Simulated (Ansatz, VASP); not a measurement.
# One calculation of AlN, two programs

The input INCAR:

```
  PREC = Accurate
  ENCUT = 600
  EDIFF = 1E-6
  ISMEAR = 0
  SIGMA = 0.05
  LREAL = False
  LASPH = True
  NELM = 120
  ALGO = Normal
  ISIF = 2
  LWAVE = False
  LCHARG = False
  GGA = PS
  NBANDS = 16
  GGA_COMPAT = False
```

The input KPOINTS:

```
regular mesh
0
Gamma
  12 12 6
```

POSCAR

```
AlN
1.0
    3.2382403522      0.0000000000      0.0000000000
   -1.6191201761      2.8043984086      0.0000000000
    0.0000000000      0.0000000000      4.5847432227
Al N
2 2
Direct
    0.3333333333      0.6666666667      0.0015080761
    0.6666666667      0.3333333333      0.5015080761
    0.3333333333      0.6666666667      0.3834919239
    0.6666666667      0.3333333333      0.8834919239
```

Input for Ansatz:

```yaml
crystal:
  lattice:
    - [3.2382403522, 0.0, 0.0]
    - [-1.6191201761, 2.8043984086, 0.0]
    - [0.0, 0.0, 4.5847432227]
  atoms:
    - { symbol: Al, position: [0.3333333333, 0.6666666667, 0.0015080761] }
    - { symbol: Al, position: [0.6666666667, 0.3333333333, 0.5015080761] }
    - { symbol: "N", position: [0.3333333333, 0.6666666667, 0.3834919239] }
    - { symbol: "N", position: [0.6666666667, 0.3333333333, 0.8834919239] }
basis:
  ecutwfc: 420
kpoints:
  mp_grid: { grid: [12, 12, 6] }
hamiltonian:
  xc: pbesol
scf:
  occupations: { method: gaussian, width: 0.05 }
output:
  forces: true
  stress: true
  eigenvalues: true
```

Change from the starting cell: strain +0.040 along x and y, -0.080 along z, atoms carried along.

Alike in both runs: task single point; functional PBEsol; k mesh 12 × 12 × 6; occupations gaussian, width 0.05 eV; no spin polarisation.

```csv
,VASP,Ansatz
version,VASP 6.6.1,Ansatz 0.2.0
potentials or method,"VASP PAW PBE potentials, release 64 (Al, N), cutoff 600 eV","scalar-relativistic, plane waves, PAW"
valence electrons in the cell,16,16
```

|  | VASP | Ansatz | Ansatz less VASP |
| --- | --- | --- | --- |
| gap on the k mesh at the Fermi level (eV) | 3.82 | 3.81 | -0.010 |
| least direct gap on the mesh (eV) | 3.82 | 3.81 | -0.010 |
| pressure (GPa) | 3.9 | 4.0 | +0.05 |
| traceless stress, the component that is largest in VASP (GPa) | 35.34 | 34.82 | -0.519 |
| rms of the force components (eV/Å) | 1.389 | 1.364 | -0.0252 |

VASP's potentials were made for PBE, not for PBEsol. Atom by atom the forces differ by 0.025 eV/Å (rms over components). The functional is the same, so the differences come from potentials, cutoffs and numerics.
